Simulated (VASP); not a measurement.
# Zn (P6/mmm) in VASP: further runs

Runs on Zn. Level: r2SCAN. Tasks: single point.

Everything below comes from runs of VASP 6.6.1. Logs are shortened: lines on timing, memory, paths and dates and some standing lists are left out, and cuts for length are marked.

### 1 The cell of the first run

Symmetry: P6/mmm, No. 191, hexagonal system. The conventional cell has a = 4.353 Å, b = 4.353 Å, c = 2.678 Å, α = 90.00°, β = 90.00°, γ = 120.00°. Within 3.5 Å of Zn (site symmetry 6/mmm) lie 14 Zn at 2.68 to 2.85 Å. Zn (site symmetry -6m2) has 11 Zn at 2.51 to 2.85 Å within 3.3 Å.

This isn't the form of Zn at room conditions, which is hcp.

### 2 Single point, r2SCAN

File POSCAR:

```
Zn
1.0
    4.3528861490      0.0000000000      0.0000000000
   -2.1764430745      3.7697099848      0.0000000000
    0.0000000000      0.0000000000      2.6782435752
Zn
3
Direct
    1.0000000000      0.0000000000      0.0000000000
    0.3333333333      0.6666666667      0.5000000000
    0.6666666667      0.3333333333      0.5000000000
```

File INCAR.step1:

```
  ALGO = Normal
  EDIFF = 1E-4
  ENCUT = 520
  GGA = PE
  ISMEAR = -1
  LASPH = True
  LCHARG = False
  LREAL = False
  LWAVE = True
  NBANDS = 25
  NELM = 100
  PREC = Accurate
  SIGMA = 0.1
```

File INCAR.step2:

```
  ALGO = Normal
  EDIFF = 1E-6
  ENCUT = 520
  ISIF = 2
  ISMEAR = -1
  ISTART = 1
  LASPH = True
  LCHARG = False
  LMIXTAU = True
  LREAL = False
  LWAVE = False
  METAGGA = R2SCAN
  NBANDS = 25
  NELM = 100
  PREC = Accurate
  SIGMA = 0.1
```

File KPOINTS:

```
k-points
0
Gamma
  8 8 12
```

Potentials or basis: VASP PAW PBE potentials, release 64 (Zn).

Started as:

```sh
> cat potpaw_PBE.64/Zn/POTCAR > POTCAR
> cp INCAR.step1 INCAR
> mpirun -np 1 vasp_std > vasp.out
> cp INCAR.step2 INCAR
> mpirun -np 1 vasp_std > vasp.out
```

OUTCAR:

```text
EDIFF = 1E-6
   ENCUT = 520
   ISIF = 2
   ISMEAR = -1
   ISTART = 1
   LASPH = True
   LREAL = False
   METAGGA = R2SCAN
   NELM = 100
   PREC = Accurate

 ion  position               nearest neighbor table
   1  0.000  0.000  0.000-   2 2.85   3 2.85   2 2.85   3 2.85   2 2.85   2 2.85   3 2.85   3 2.85
                             3 2.85   3 2.85   2 2.85   2 2.85
   2  0.333  0.667  0.500-   3 2.51   3 2.51   3 2.51   1 2.85   1 2.85   1 2.85   1 2.85   1 2.85
                             1 2.85
   3  0.667  0.333  0.500-   2 2.51   2 2.51   2 2.51   1 2.85   1 2.85   1 2.85   1 2.85   1 2.85
                             1 2.85

  LATTYP: Found a hexagonal cell.
 ALAT       =     4.3528861490
 C/A-ratio  =     0.6152799507

  Lattice vectors:

 A1 = (   4.3528861490,   0.0000000000,   0.0000000000)
 A2 = (  -2.1764430745,   3.7697099848,   0.0000000000)
 A3 = (   0.0000000000,   0.0000000000,   2.6782435752)

Analysis of symmetry for initial positions (statically):
=====================================================================
 Subroutine PRICEL returns:
 Original cell was already a primitive cell.

 Routine SETGRP: Setting up the symmetry group for a
 hexagonal supercell.

 Subroutine GETGRP returns: Found 24 space group operations
 (whereof 24 operations were pure point group operations)
 out of a pool of 24 trial point group operations.

The static configuration has the point symmetry D_6h.

Analysis of symmetry for dynamics (positions and initial velocities):
=====================================================================
 Subroutine PRICEL returns:
 Original cell was already a primitive cell.

 Routine SETGRP: Setting up the symmetry group for a
 hexagonal supercell.

 Subroutine GETGRP returns: Found 24 space group operations
 (whereof 24 operations were pure point group operations)
 out of a pool of 24 trial point group operations.

The dynamic configuration has the point symmetry D_6h.

 Subroutine INISYM returns: Found 24 space group operations
 (whereof 24 operations are pure point group operations),
 and found     1 'primitive' translations

----------------------------------------------------------------------------------------

                                     Primitive cell

  volume of cell :      43.9476

  direct lattice vectors                    reciprocal lattice vectors
[... 85 lines left out ...]
   LSORBIT =      F    spin-orbit coupling
   LASPH  =      T    aspherical Exc in radial PAW
   ENCUT  =  520.0 eV  38.22 Ry    6.18 a.u.   8.09  8.09  4.98*2*pi/ulx,y,z
   NELM   =    100;   NELMIN=  2; NELMDL=  0     # of ELM steps
   EDIFF  = 0.1E-05   stopping-criterion for ELM
   LREAL  =      F    real-space projection
   EDIFFG = 0.1E-04   stopping-criterion for IOM
   NSW    =      0    number of steps for IOM
   IBRION =     -1    ionic relax: 0-MD 1-quasi-New 2-CG
   NFREE  =      0    steps in history (QN), initial steepest desc. (CG)
   ISIF   =      2    stress and relaxation
   ISYM   =      2    0-nonsym 1-usesym 2-fastsym
   POTIM  = 0.5000    time-step for ionic-motion
   TEBEG  =    0.0;   TEEND  =   0.0 temperature during run
   PSTRESS=    0.0 pullay stress
   NELECT =      36.0000    total number of electrons
   NUPDOWN=      -1.0000    fix difference up-down
   EMIN   =  10.00;   EMAX   =-10.00  energy-range for DOS
   EFERMI =   0.00;   METHOD = LEGACY
   ISMEAR =    -1;   SIGMA  =   0.10  broadening in eV -4-tet -1-fermi 0-gaus
   EFERMI_NEDOS =   21; number of points for ismear=-14 and -15
   IALGO  =     38    algorithm
   IMIX   =      4    mixing-type and parameters
     AMIX     =   0.40;   BMIX     =  1.00
     AMIX_MAG =   1.60;   BMIX_MAG =  1.00
  volume/ion in A,a.u.               =      14.65        98.86
  Fermi-wavevector in a.u.,A,eV,Ry     =   1.531783  2.894650 31.924151  2.346359
  Thomas-Fermi vector in A             =   2.639080
   LORBIT       =      0    0 simple, 1 ext, 2 COOP (PROOUT), +10 PAW based schemes
   METAGGA = R2SCAN    functional components
   LHFCALC =     F    Hartree Fock is set to
   AEXX    =    0.0000 exact exchange contribution
   IVDW    =     0    specifies the selected vdW correction
   LEPSILON=     F    determine dielectric tensor
   LRPA    =     F    only Hartree local field effects (RPA)
 non-spin polarized calculation
  energy-cutoff  :      520.00
  volume of cell :       43.95
 maximum number of plane-waves:      1222
   NGX = 17   NGY = 17   NGZ =  9

 number of electron      36.0000036 magnetization

 Free energy of the ion-electron system (eV)
  ---------------------------------------------------
  ext. energy  EPLUGINS =         0.00000000
  ---------------------------------------------------
  free energy    TOTEN  =       -26.37210055 eV

  energy without entropy =      -26.34585799  energy(sigma->0) =      -26.35897927

 E-fermi :   3.4415     XC(G=0): -12.8925

 val. band max:        3.4245162171   @ k =   0.3750   0.0000   0.5000
 cond. band min:       3.4445809817   @ k =   0.2500  -0.0000   0.1667
 fundamental gap:      0.0200647646
 Fermi energy:         3.4414794161

 k-point     1 :       0.0000    0.0000    0.0000
  band No.  band energies     occupation
      1      -7.9337      2.00000
      2      -5.5563      2.00000
      3      -4.9840      2.00000
      4      -4.9725      2.00000
      5      -4.9724      2.00000
      6      -4.9154      2.00000
[... 661 lines left out ...]
     24      15.0354      0.00000
     25      16.0962      0.00000

 [... further k-points ...]

------------------------ aborting loop because EDIFF is reached ----------------------------------------

  FORCE on cell =-STRESS in cart. coord.  units (eV):
  Direction    XX          YY          ZZ          XY          YZ          ZX
  --------------------------------------------------------------------------------------
  -------------------------------------------------------------------------------------
  Total        0.1065854      0.1065854      0.1289409      0.0000000     -0.0000000     -0.0000000
  in kB        3.8857338      3.8857338      4.7007354      0.0000000     -0.0000000     -0.0000000
  external PRESSURE =       4.1574010 kB  Pullay stress =       0.0000000 kB

 VOLUME and BASIS-vectors are now :
 -----------------------------------------------------------------------------
  energy-cutoff  :      520.00
  volume of cell :       43.95
      direct lattice vectors                 reciprocal lattice vectors
     4.352886149  0.000000000  0.000000000     0.229732634  0.132636198  0.000000000
    -2.176443074  3.769709985  0.000000000     0.000000000  0.265272396  0.000000000
     0.000000000  0.000000000  2.678243575     0.000000000  0.000000000  0.373379034

 POSITION                                       TOTAL-FORCE (eV/Angst)
 -----------------------------------------------------------------------------------
      0.00000      0.00000      0.00000        -0.000000      0.000000      0.000000
     -0.00000      2.51314      1.33912         0.000000     -0.000000      0.000000
      2.17644      1.25657      1.33912        -0.000000      0.000000     -0.000000
 -----------------------------------------------------------------------------------
    total drift:                               -0.000000      0.000000     -0.000000

  FREE ENERGIE OF THE ION-ELECTRON SYSTEM (eV)
  ---------------------------------------------------
  free  energy   TOTEN  =       -26.3721005477 eV

  energy  without entropy=      -26.3458579915  energy(sigma->0) =      -26.35897927
```

OSZICAR.step1:

```text
N       E                     dE             d eps       ncg     rms          rms(c)
DAV:   1     0.194489335332E+03    0.19449E+03   -0.18364E+04  3612   0.232E+03
DAV:   2     0.669391685976E+01   -0.18780E+03   -0.18208E+03  3525   0.358E+02
DAV:   3    -0.325627702354E+01   -0.99502E+01   -0.98714E+01  3936   0.945E+01
DAV:   4    -0.334278849363E+01   -0.86511E-01   -0.86476E-01  3990   0.918E+00
DAV:   5    -0.334291500926E+01   -0.12652E-03   -0.12651E-03  4097   0.308E-01    0.544E+00
DAV:   6    -0.304085763994E+01    0.30206E+00   -0.13050E+00  4144   0.212E+01    0.405E+00
DAV:   7    -0.302515624290E+01    0.15701E-01   -0.48473E-02  4183   0.325E+00    0.203E+00
DAV:   8    -0.301773034283E+01    0.74259E-02   -0.24275E-03  5153   0.109E+00    0.567E-02
DAV:   9    -0.301773551754E+01   -0.51747E-05   -0.58969E-04  3987   0.473E-01
   1 F= -.30177355E+01 E0= -.30035217E+01  d E =-.284276E-01
```

It took 1.7 min on 1 thread of Intel Xeon Platinum 8488C (Sapphire Rapids), shared host; peak memory 0.2 GiB.

What came out:

```yaml
Free_energy: -26.3721 eV
Pressure: 0.4 GPa
Band_gap_on_the_k_mesh: zero (bands 18 and 19 overlap by 5.58 eV)
```

Stress tensor (GPa, compression positive):
```
0.39 0.00 0.00
0.00 0.39 0.00
0.00 0.00 0.47
```

Caveat: the PAW data sets were made with another functional, which shifts forces and pressure a little.

### 3 Single point, r2SCAN (12.89 Å³/atom)

This run uses another cell than the first one, of 12.89 Å³/atom.

File POSCAR:

```
Zn
1.0
    4.1713010259      0.0000000000      0.0000000000
   -2.0856505130      3.6124526553      0.0000000000
    0.0000000000      0.0000000000      2.5665178897
Zn
3
Direct
    1.0000000000      0.0000000000      0.0000000000
    0.3333333333      0.6666666667      0.5000000000
    0.6666666667      0.3333333333      0.5000000000
```

File INCAR.step1:

```
PREC = Accurate ; ENCUT = 520
ISMEAR = -1 ; SIGMA = 0.1
LREAL = F ; LASPH = T
NELM = 100 ; NBANDS = 25
GGA = PE ; ALGO = Normal
EDIFF = 1E-4 ; LWAVE = T
LCHARG = F
```

File INCAR.step2:

```
PREC = Accurate ; ENCUT = 520
EDIFF = 1E-6 ; ISMEAR = -1
SIGMA = 0.1 ; LREAL = F
LASPH = T ; NELM = 100
ALGO = Normal ; ISIF = 2
LWAVE = F ; LCHARG = F
METAGGA = R2SCAN ; LMIXTAU = T
NBANDS = 25 ; ISTART = 1
```

File KPOINTS:

```
Automatic mesh
0
Gamma
  10 10 13
```

Potentials or basis: VASP PAW PBE potentials, release 64 (Zn).

Started as:

```sh
> cat potpaw_PBE.64/Zn/POTCAR > POTCAR
> cp INCAR.step1 INCAR
> mpirun -np 1 vasp_std > vasp.out
> cp INCAR.step2 INCAR
> mpirun -np 1 vasp_std > vasp.out
```

OUTCAR:

```text
PREC = Accurate
   ENCUT = 520
   EDIFF = 1E-6
   ISMEAR = -1
   LREAL = F
   LASPH = T
   NELM = 100
   ISIF = 2
   METAGGA = R2SCAN
   ISTART = 1

 ion  position               nearest neighbor table
   1  0.000  0.000  0.000-   2 2.73   3 2.73   2 2.73   3 2.73   3 2.73   3 2.73   2 2.73   2 2.73
                             3 2.73   3 2.73   2 2.73   2 2.73
   2  0.333  0.667  0.500-   3 2.41   3 2.41   3 2.41   1 2.73   1 2.73   1 2.73   1 2.73   1 2.73
                             1 2.73
[... 873 lines left out ...]
  Direction    XX          YY          ZZ          XY          YZ          ZX
  --------------------------------------------------------------------------------------
  -------------------------------------------------------------------------------------
  Total        3.7031956      3.7031956      3.5153584     -0.0000000     -0.0000000      0.0000000
  in kB      153.4155027    153.4155027    145.6338052     -0.0000000     -0.0000000      0.0000000
  external PRESSURE =     150.8216036 kB  Pullay stress =       0.0000000 kB

 VOLUME and BASIS-vectors are now :
 -----------------------------------------------------------------------------
  energy-cutoff  :      520.00
  volume of cell :       38.67
      direct lattice vectors                 reciprocal lattice vectors
     4.171301026  0.000000000  0.000000000     0.239733357  0.138410118  0.000000000
    -2.085650513  3.612452655  0.000000000     0.000000000  0.276820237  0.000000000
     0.000000000  0.000000000  2.566517890     0.000000000  0.000000000  0.389632975

 POSITION                                       TOTAL-FORCE (eV/Angst)
 -----------------------------------------------------------------------------------
      0.00000      0.00000      0.00000         0.000000      0.000000      0.000000
     -0.00000      2.40830      1.28326         0.000000     -0.000000      0.000000
      2.08565      1.20415      1.28326        -0.000000      0.000000      0.000000
 -----------------------------------------------------------------------------------
    total drift:                               -0.000000      0.000000      0.000000

  FREE ENERGIE OF THE ION-ELECTRON SYSTEM (eV)
  ---------------------------------------------------
  free  energy   TOTEN  =       -26.1517920288 eV

  energy  without entropy=      -26.1289385509  energy(sigma->0) =      -26.14036529
```

OUTCAR.step1:

```text
PREC = Accurate
   ENCUT = 520
   ISMEAR = -1
   LREAL = F
   LASPH = T
[... 900 lines left out ...]
      0.00000      0.00000      0.00000        -0.000000      0.000000      0.000000
     -0.00000      2.40830      1.28326        -0.000000     -0.000000     -0.000000
      2.08565      1.20415      1.28326         0.000000      0.000000      0.000000
 -----------------------------------------------------------------------------------
    total drift:                               -0.000000      0.000000     -0.000000

  FREE ENERGIE OF THE ION-ELECTRON SYSTEM (eV)
  ---------------------------------------------------
  free  energy   TOTEN  =        -2.6264366887 eV

  energy  without entropy=       -2.6012942040  energy(sigma->0) =       -2.61386545
```

OSZICAR.step1:

```text
N       E                     dE             d eps       ncg     rms          rms(c)
DAV:   1     0.189705306408E+03    0.18971E+03   -0.18306E+04  5252   0.241E+03
DAV:   2     0.652115829007E+01   -0.18318E+03   -0.17762E+03  4924   0.357E+02
DAV:   3    -0.298659982666E+01   -0.95078E+01   -0.94369E+01  5444   0.938E+01
DAV:   4    -0.306471249347E+01   -0.78113E-01   -0.78085E-01  5572   0.900E+00
DAV:   5    -0.306481100612E+01   -0.98513E-04   -0.98511E-04  5674   0.276E-01    0.745E+00
DAV:   6    -0.266213381370E+01    0.40268E+00   -0.15623E+00  5675   0.247E+01    0.517E+00
DAV:   7    -0.263708704207E+01    0.25047E-01   -0.63400E-02  5811   0.392E+00    0.253E+00
DAV:   8    -0.262647098377E+01    0.10616E-01   -0.26464E-03  7358   0.188E+00    0.692E-02
DAV:   9    -0.262643668865E+01    0.34295E-04   -0.69376E-04  6405   0.776E-01
   1 F= -.26264367E+01 E0= -.26138654E+01  d E =-.251425E-01
```

Wall time 2.2 min (1 thread of Intel Xeon Platinum 8488C (Sapphire Rapids), shared host); peak memory 0.2 GiB.

Results:

* Free energy: -26.1518 eV
* Pressure: 15.1 GPa
* Band gap on the k mesh: zero (bands 18 and 19 overlap by 5.39 eV)

Caveat: the cell stands under pressure; the PAW data sets were made with another functional, which shifts forces and pressure a little.

(Part 1 of 2 ends here.)

The gap in the log of VASP goes by the Fermi energy; the results here count the filled bands.